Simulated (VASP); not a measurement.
# Si4O in VASP: a series of runs

The runs below take Si4O through single point, with PBE+D3(BJ).

All numbers are computed with VASP 6.6.1; they aren't measurements. Logs are shortened: lines on timing, memory, paths and dates and some standing lists are left out, and cuts for length are marked.

## Step 1: The cell of the first run

The cell holds a slab with vacuum, 5 atoms: a = 3.833 Å, b = 3.833 Å, c = 21.103 Å, α = 90.00°, β = 90.00°, γ = 90.00°.

## Step 2: Single point, PBE+D3(BJ), collinear spin, ferromagnetic start

Contents of INCAR:

```
SYSTEM = Si4O
  ALGO = Normal
  DIPOL = 0.5 0.5 0.327
  EDIFF = 1E-6
  ENCUT = 520
  GGA = PE
  IDIPOL = 3
  ISIF = 2
  ISMEAR = 0
  ISPIN = 2
  IVDW = 12
  LASPH = .True.
  LCHARG = .False.
  LDIPOL = .True.
  LORBIT = 11
  LREAL = .False.
  LWAVE = .False.
  MAGMOM = 0 0 0 0 2
  NBANDS = 23
  NELM = 150
  PREC = Accurate
  SIGMA = 0.05
```

Contents of KPOINTS:

```
k-points
0
Gamma
  7 7 1
  0 0 0
```

Contents of POSCAR:

```
Si4O
1.0
    3.8333442603      0.0000000000      0.0000000000
    0.0000000000      3.8333442603      0.0000000000
    0.0000000000      0.0000000000     21.1034818054
Si O
4 1
Direct
    0.0000000000      0.5000000000      0.1895421825
    0.0000000000      0.0000000000      0.2537634268
    0.5000000000      0.0000000000      0.3207061911
    0.5000000000      0.5000000000      0.3839879068
    0.6250000000      0.5000000000      0.4882361072
```

Potentials or basis: VASP PAW PBE potentials, release 64 (Si, O).

Launch:

```bash
$ cat potpaw_PBE.64/Si/POTCAR potpaw_PBE.64/O/POTCAR > POTCAR
$ mpirun -np 1 vasp_std > vasp.out
```

OUTCAR:

```text
SYSTEM = Si4O
   EDIFF = 1E-6
   ENCUT = 520
   GGA = PE
   ISIF = 2
   ISMEAR = 0
   ISPIN = 2
   IVDW = 12
   LASPH = .True.
   LORBIT = 11
   LREAL = .False.
   NELM = 150
   PREC = Accurate
 IVDW          = 12

 ion  position               nearest neighbor table
   1  0.000  0.500  0.190-   2 2.35   2 2.35
   2  0.000  0.000  0.254-   1 2.35   1 2.35   3 2.38   3 2.38
   3  0.500  0.000  0.321-   4 2.34   4 2.34   2 2.38   2 2.38
   4  0.500  0.500  0.384-   5 2.25   3 2.34   3 2.34
   5  0.625  0.500  0.488-   4 2.25

  LATTYP: Found a simple tetragonal cell.
 ALAT       =     3.8333442603
 C/A-ratio  =     5.5052404304

  Lattice vectors:

 A1 = (   3.8333442603,   0.0000000000,   0.0000000000)
 A2 = (   0.0000000000,   3.8333442603,   0.0000000000)
 A3 = (   0.0000000000,   0.0000000000,  21.1034818054)

Analysis of symmetry for initial positions (statically):
=====================================================================
 Subroutine PRICEL returns:
 Original cell was already a primitive cell.

 Routine SETGRP: Setting up the symmetry group for a
 simple tetragonal supercell.

 Subroutine GETGRP returns: Found  2 space group operations
 (whereof  2 operations were pure point group operations)
 out of a pool of 16 trial point group operations.

The static configuration has the point symmetry C_1h.

Analysis of symmetry for dynamics (positions and initial velocities):
=====================================================================
 Subroutine PRICEL returns:
 Original cell was already a primitive cell.

 Routine SETGRP: Setting up the symmetry group for a
 simple tetragonal supercell.

 Subroutine GETGRP returns: Found  2 space group operations
 (whereof  2 operations were pure point group operations)
 out of a pool of 16 trial point group operations.

The dynamic configuration has the point symmetry C_1h.

Analysis of structural, dynamic, and magnetic symmetry:
=====================================================================
 Subroutine PRICEL returns:
 Original cell was already a primitive cell.

 Routine SETGRP: Setting up the symmetry group for a
 simple tetragonal supercell.

 Subroutine GETGRP returns: Found  2 space group operations
 (whereof  2 operations were pure point group operations)
 out of a pool of 16 trial point group operations.
[... 131 lines left out ...]
  energy-cutoff  :      520.00
  volume of cell :      310.11
 maximum number of plane-waves:      8388
 NGX is ok and might be reduce to    30
   NGX = 15   NGY = 15   NGZ = 79

 dipolmoment           0.000000      0.000000     -0.069420 electrons x Angstroem

 number of electron      21.9999999 magnetization       0.8946292

 dipolmoment           0.000000      0.000000      0.214676 electrons x Angstroem

 Free energy of the ion-electron system (eV)
  ---------------------------------------------------
  ext. energy  EPLUGINS =         0.00000000
  ---------------------------------------------------
  free energy    TOTEN  =       -22.17073922 eV

  energy without entropy =      -22.16623948  energy(sigma->0) =      -22.16848935

 E-fermi :  -3.2593     XC(G=0):  -3.7254

 val. band max:       -3.2851648066   @ k =  -0.2857   0.4286   0.0000
 cond. band min:      -3.2576601801   @ k =   0.2857   0.0000   0.0000
 fundamental gap:      0.0275046265
 Fermi energy:        -3.2592611821

 spin component 1

 k-point     1 :       0.0000    0.0000    0.0000
  band No.  band energies     occupation
      1     -20.0022      1.00000
      2     -14.3218      1.00000
      3     -12.1295      1.00000
      4      -8.8043      1.00000
      5      -6.0594      1.00000
      6      -5.5803      1.00000
[... 405 lines left out ...]
     22       5.7994      0.00000
     23       6.0106      0.00000
 Fermi energy:        -3.2592611821

 spin component 2

 k-point     1 :       0.0000    0.0000    0.0000
  band No.  band energies     occupation
      1     -18.4764      1.00000
      2     -14.3169      1.00000
      3     -12.1259      1.00000
      4      -8.7977      1.00000
      5      -5.6859      1.00000
      6      -5.4355      1.00000
[... 405 lines left out ...]
     22       5.8067      0.00000
     23       6.0092      0.00000

------------------------ aborting loop because EDIFF is reached ----------------------------------------

 vacuum level on the upper side and lower side of the slab       (xc-potential included)         1.338        -1.249

 Edisp (eV)   -0.98594

 E8    (eV) :    -0.4197

  FORCE on cell =-STRESS in cart. coord.  units (eV):
  Direction    XX          YY          ZZ          XY          YZ          ZX
  --------------------------------------------------------------------------------------
  -------------------------------------------------------------------------------------
  Total      -4.21583    -0.36098   -10.11096     0.00000     0.00000    -1.73512
  in kB     -21.78132    -1.86500   -52.23882     0.00000     0.00000    -8.96461
  external pressure =      -25.30 kB  Pullay stress =        0.00 kB

 VOLUME and BASIS-vectors are now :
 -----------------------------------------------------------------------------
  energy-cutoff  :      520.00
  volume of cell :      310.11
      direct lattice vectors                 reciprocal lattice vectors
     3.833344260  0.000000000  0.000000000     0.260868822  0.000000000  0.000000000
     0.000000000  3.833344260  0.000000000     0.000000000  0.260868822  0.000000000
     0.000000000  0.000000000 21.103481805     0.000000000  0.000000000  0.047385546

 POSITION                                       TOTAL-FORCE (eV/Angst)
 -----------------------------------------------------------------------------------
      0.00000      1.91667      4.00000        -0.027462      0.000000     -0.130020
      0.00000      0.00000      5.35529         0.058786      0.000000      0.343747
      1.91667      0.00000      6.76802        -0.027208      0.000000      0.265752
      1.91667      1.91667      8.10348         0.779084      0.000000      3.757906
      2.39584      1.91667     10.30348        -0.783200      0.000000     -4.237385
 -----------------------------------------------------------------------------------
    total drift:                               -0.000060      0.000000      0.000077

  FREE ENERGIE OF THE ION-ELECTRON SYSTEM (eV)
  ---------------------------------------------------
  free  energy   TOTEN  =       -23.1566766962 eV

  energy  without entropy=      -23.1521769533  energy(sigma->0) =      -23.15442682

 vacuum level on the upper side and lower side of the slab         4.799         2.167

 total charge

# of ion       s       p       d       tot
------------------------------------------
    1        0.862   0.723   0.000   1.585
    2        0.773   0.895   0.000   1.668
    3        0.768   0.900   0.000   1.668
    4        0.807   0.711   0.000   1.518
    5        1.616   3.013   0.000   4.629
--------------------------------------------------
tot          4.827   6.242   0.000  11.069

 magnetization (x)

# of ion       s       p       d       tot
------------------------------------------
    1       -0.001   0.004   0.000   0.004
    2       -0.000  -0.006   0.000  -0.006
    3        0.000   0.004   0.000   0.005
    4       -0.005  -0.036   0.000  -0.040
    5        0.007   0.758   0.000   0.765
--------------------------------------------------
tot          0.001   0.725   0.000   0.727
```

OSZICAR:

```text
N       E                     dE             d eps       ncg     rms          rms(c)
DAV:   1     0.110732657776E+03    0.11073E+03   -0.68392E+03  1472   0.667E+02
DAV:   2    -0.623790769719E+01   -0.11697E+03   -0.11166E+03  2048   0.133E+02
DAV:   3    -0.234695628122E+02   -0.17232E+02   -0.16615E+02  1903   0.488E+01
[... 23 lines left out ...]
DAV:  27    -0.221705601724E+02   -0.37002E-03   -0.14525E-05  1795   0.170E-02    0.658E-03
DAV:  28    -0.221707090692E+02   -0.14890E-03   -0.92317E-06  1778   0.146E-02    0.310E-03
DAV:  29    -0.221707271050E+02   -0.18036E-04   -0.42486E-06  1906   0.113E-02    0.176E-03
DAV:  30    -0.221707368303E+02   -0.97253E-05   -0.23887E-06  1671   0.985E-03    0.209E-03
DAV:  31    -0.221707396342E+02   -0.28039E-05   -0.11956E-06  1622   0.668E-03    0.125E-03
DAV:  32    -0.221707392188E+02    0.41546E-06   -0.32117E-07  1492   0.320E-03
   1 F= -.23156677E+02 E0= -.23154427E+02  d E =-.449974E-02  mag=     0.8945
```

stdout:

```text
POSCAR found type information on POSCAR SiO
 POSCAR found :  2 types and       5 ions
 scaLAPACK will be used
 LDA part: xc-table for (Slater+PW92), standard interpolation
 POSCAR, INCAR and KPOINTS ok, starting setup
 FFT: planning ... GRIDC
 FFT: planning ... GRID_SOFT
 FFT: planning ... GRID
 WAVECAR not read
 entering main loop
```

It took 6 min on 1 thread of Intel Xeon 6975P-C (Granite Rapids), shared host; peak memory 0.58 GiB.

What came out:

- Free energy: -23.1567 eV
- Largest force: 4.309 eV/Å
- Net moment: 0.89 μB per cell
- Site moments: Si +0.00, -0.01, +0.01, -0.04; O +0.77 μB
- Valence electrons inside the program's atomic spheres: Si 1.58, 1.67, 1.52 (each value once); O 4.63
- Dispersion energy per atom: -0.197 eV

Forces on the atoms (eV/Å):
```
Si  -0.027  0.000 -0.130
Si   0.059  0.000  0.344
Si  -0.027  0.000  0.266
Si   0.779  0.000  3.758
O   -0.783  0.000 -4.237
```

## Step 3: Single point, PBE+D3(BJ), collinear spin, ferromagnetic start

Contents of INCAR:

```
ALGO = Normal
DIPOL = 0.5 0.5 0.327
EDIFF = 1E-6
ENCUT = 520
GGA = PE
IDIPOL = 3
ISIF = 2
ISMEAR = 0
ISPIN = 2
IVDW = 12
LASPH = T
LCHARG = F
LDIPOL = T
LORBIT = 11
LREAL = F
LWAVE = F
MAGMOM = 0 0 0 0 2
NBANDS = 23
NELM = 150
PREC = Accurate
SIGMA = 0.05
```

Contents of KPOINTS:

```
k-points
0
Gamma
  7 7 1
```

POSCAR, as its differences from that of step 2:

```diff
@@ -12,2 +12,2 @@
     0.5000000000      0.5000000000      0.3839879068
-    0.6250000000      0.5000000000      0.4882361072
+    0.5000000000      0.8750000000      0.4882361072
```

Potentials or basis: VASP PAW PBE potentials, release 64 (Si, O).

Launch:

```bash
$ cat potpaw_PBE.64/Si/POTCAR potpaw_PBE.64/O/POTCAR > POTCAR
$ mpirun -np 1 vasp_std > vasp.out
```

It took 7.8 min on 1 thread of Intel Xeon 6975P-C (Granite Rapids), shared host; peak memory 0.58 GiB.

The run converged. Its results:

- Free energy: -21.9492 eV
- Largest force: 2.116 eV/Å
- Net moment: 1.28 μB per cell
- Site moments: Si +0.00, -0.01, -0.04 (each value once); O +1.13 μB
- Valence electrons inside the program's atomic spheres: Si 1.59, 1.67, 1.52 (each value once); O 4.60
- Dispersion energy per atom: -0.200 eV

Forces in eV/Å, atoms in the order of the input:
```
Si   0.000  0.081 -0.048
Si   0.000  0.097  0.215
Si   0.000 -0.331  0.111
Si   0.000  1.081  1.624
O    0.000 -0.928 -1.902
```

Levels at points of the mesh, in eV from the Fermi level:
Spin up:
```
           k point  band 9  band 10  band 11  band 12  band 13  band 14
(0.00, 0.00, 0.00)   -1.73    -1.13    -0.64     0.78     1.24     1.72
```
Spin down:
| k point | band 6 | band 7 | band 8 | band 9 | band 10 | band 11 | band 12 | band 13 | band 14 | band 15 |
| --- | --- | --- | --- | --- | --- | --- | --- | --- | --- | --- |
| (0.00, 0.00, 0.00) | -1.95 | -1.84 | -0.80 | -0.35 | 0.05 | 0.31 | 0.95 | 1.28 | 1.70 | 1.89 |

## Step 4: Single point, PBE+D3(BJ), collinear spin, ferromagnetic start

Contents of INCAR:

```
SYSTEM = Si4O
PREC = Accurate
ENCUT = 520
EDIFF = 1E-6
ISMEAR = 0
SIGMA = 0.05
LREAL = .FALSE.
LASPH = .TRUE.
NELM = 150
ALGO = Normal
ISIF = 2
LWAVE = .FALSE.
LCHARG = .TRUE.
ISPIN = 2
MAGMOM = 0 0 0 0 2
LORBIT = 11
LDIPOL = .TRUE.
IDIPOL = 3
DIPOL = 0.5 0.5 0.327
GGA = PE
IVDW = 12
LELF = .TRUE.
LVHAR = .TRUE.
LVACPOTAV = .TRUE.
NBANDS = 23
```

Contents of KPOINTS:

```
regular mesh
0
G
  7 7 1
  0 0 0
```

POSCAR, as its differences from that of step 3:

```diff
@@ -12,2 +12,2 @@
     0.5000000000      0.5000000000      0.3839879068
-    0.5000000000      0.8750000000      0.4882361072
+    0.8750000000      0.5000000000      0.4882361072
```

Potentials or basis: VASP PAW PBE potentials, release 64 (Si, O).

Launch:

```bash
$ cat potpaw_PBE.64/Si/POTCAR potpaw_PBE.64/O/POTCAR > POTCAR
$ mpirun -np 1 vasp_std > vasp.out
```

OUTCAR:

```text
SYSTEM = Si4O
   PREC = Accurate
   ENCUT = 520
   EDIFF = 1E-6
   ISMEAR = 0
   LREAL = .FALSE.
   LASPH = .TRUE.
   NELM = 150
   ISIF = 2
   ISPIN = 2
   LORBIT = 11
   GGA = PE
   IVDW = 12
 IVDW          = 12

 ion  position               nearest neighbor table
   1  0.000  0.500  0.190-   2 2.35   2 2.35
   2  0.000  0.000  0.254-   1 2.35   1 2.35   3 2.38   3 2.38
   3  0.500  0.000  0.321-   4 2.34   4 2.34   2 2.38   2 2.38
   4  0.500  0.500  0.384-   3 2.34   3 2.34
   5  0.875  0.500  0.488-

  LATTYP: Found a simple tetragonal cell.
 ALAT       =     3.8333442603
 C/A-ratio  =     5.5052404304

  Lattice vectors:

 A1 = (   3.8333442603,   0.0000000000,   0.0000000000)
 A2 = (   0.0000000000,   3.8333442603,   0.0000000000)
 A3 = (   0.0000000000,   0.0000000000,  21.1034818054)

Analysis of symmetry for initial positions (statically):
=====================================================================
[... 1040 lines left out ...]
  --------------------------------------------------------------------------------------
  -------------------------------------------------------------------------------------
  Total      -5.73374    -0.38256    -5.61872     0.00000     0.00000    -1.52921
  in kB     -29.62367    -1.97653   -29.02941     0.00000     0.00000    -7.90075
  external pressure =      -20.21 kB  Pullay stress =        0.00 kB

 VOLUME and BASIS-vectors are now :
 -----------------------------------------------------------------------------
  energy-cutoff  :      520.00
  volume of cell :      310.11
      direct lattice vectors                 reciprocal lattice vectors
     3.833344260  0.000000000  0.000000000     0.260868822  0.000000000  0.000000000
     0.000000000  3.833344260  0.000000000     0.000000000  0.260868822  0.000000000
     0.000000000  0.000000000 21.103481805     0.000000000  0.000000000  0.047385546

 POSITION                                       TOTAL-FORCE (eV/Angst)
 -----------------------------------------------------------------------------------
      0.00000      1.91667      4.00000        -0.048669      0.000000     -0.114499
      0.00000      0.00000      5.35529         0.115905      0.000000      0.318956
      1.91667      0.00000      6.76802         0.012074      0.000000      0.153213
      1.91667      1.91667      8.10348         0.554788      0.000000      1.904585
      3.35418      1.91667     10.30348        -0.634098      0.000000     -2.262254
 -----------------------------------------------------------------------------------
    total drift:                               -0.000024     -0.000000      0.000309

  FREE ENERGIE OF THE ION-ELECTRON SYSTEM (eV)
  ---------------------------------------------------
  free  energy   TOTEN  =       -22.2713949011 eV

  energy  without entropy=      -22.2688292316  energy(sigma->0) =      -22.27011207

 vacuum level on the upper side and lower side of the slab         4.535         2.435

 total charge

# of ion       s       p       d       tot
------------------------------------------
    1        0.866   0.721   0.000   1.586
    2        0.776   0.890   0.000   1.666
    3        0.776   0.896   0.000   1.671
    4        0.847   0.677   0.000   1.524
    5        1.617   2.989   0.000   4.606
--------------------------------------------------
tot          4.881   6.172   0.000  11.053

 magnetization (x)

# of ion       s       p       d       tot
------------------------------------------
    1       -0.002  -0.021   0.000  -0.023
    2        0.001  -0.010   0.000  -0.009
    3        0.003  -0.008   0.000  -0.005
    4        0.005  -0.031   0.000  -0.027
    5        0.010   1.040   0.000   1.051
--------------------------------------------------
tot          0.018   0.970   0.000   0.988
```

OSZICAR:

```text
N       E                     dE             d eps       ncg     rms          rms(c)
DAV:   1     0.108862508522E+03    0.10886E+03   -0.70411E+03  1472   0.685E+02
DAV:   2    -0.576699200168E+01   -0.11463E+03   -0.10961E+03  2057   0.132E+02
DAV:   3    -0.225052230591E+02   -0.16738E+02   -0.16059E+02  1873   0.474E+01
[... 29 lines left out ...]
DAV:  33    -0.212723184764E+02   -0.12842E-04   -0.22500E-07  1321   0.183E-03    0.757E-04
DAV:  34    -0.212723248177E+02   -0.63413E-05   -0.10586E-07  1508   0.105E-03    0.950E-04
DAV:  35    -0.212723277668E+02   -0.29492E-05   -0.56366E-08  1373   0.774E-04    0.956E-04
DAV:  36    -0.212723292070E+02   -0.14402E-05   -0.64201E-08  1418   0.626E-04    0.412E-04
DAV:  37    -0.212723300908E+02   -0.88375E-06   -0.38633E-08  1411   0.577E-04
   1 F= -.22271395E+02 E0= -.22270112E+02  d E =-.256567E-02  mag=     1.1616
```

It took 5.9 min on 1 thread of Intel Xeon 6975P-C (Granite Rapids), shared host; peak memory 0.59 GiB.

What came out:

- Free energy: -22.2714 eV
- Largest force: 2.349 eV/Å
- Net moment: 1.16 μB per cell
- Site moments: Si -0.02, -0.01, -0.03 (each value once); O +1.05 μB
- Valence electrons inside the program's atomic spheres: Si 1.59, 1.67, 1.52 (each value once); O 4.61
- Dispersion energy per atom: -0.200 eV

Forces in eV/Å, atoms in the order of the input:
```
Si  -0.049  0.000 -0.114
Si   0.116  0.000  0.319
Si   0.012  0.000  0.153
Si   0.555  0.000  1.905
O   -0.634  0.000 -2.262
```

Levels at points of the mesh, in eV from the Fermi level:
Spin up:
| k point | band 9 | band 10 | band 11 | band 12 | band 13 | band 14 |
| --- | --- | --- | --- | --- | --- | --- |
| (0.00, 0.00, 0.00) | -1.66 | -1.09 | -0.79 | 0.61 | 1.20 | 1.62 |
Spin down:
| k point | band 8 | band 9 | band 10 | band 11 | band 12 | band 13 |
| --- | --- | --- | --- | --- | --- | --- |
| (0.00, 0.00, 0.00) | -0.84 | -0.64 | -0.43 | 0.57 | 0.72 | 1.22 |

## Step 5: Overview

| cell | gap on the mesh (eV) | moment (μB) | largest force (eV/Å) |
| --- | --- | --- | --- |
| as given, atomic positions A | none | 0.89 | 4.31 |
| as given, atomic positions B | none | 1.28 | 2.12 |
| as given, atomic positions C | none | 1.16 | 2.35 |

Alike in all rows: task single point; level PBE+D3(BJ); potentials or basis VASP PAW PBE potentials, release 64 (Si, O); spin collinear, ferromagnetic start; k mesh 7 × 7 × 1; cutoff (eV) 520; smearing gaussian 0.05 eV.

Absolute energies hang on the potentials; compare differences alone.
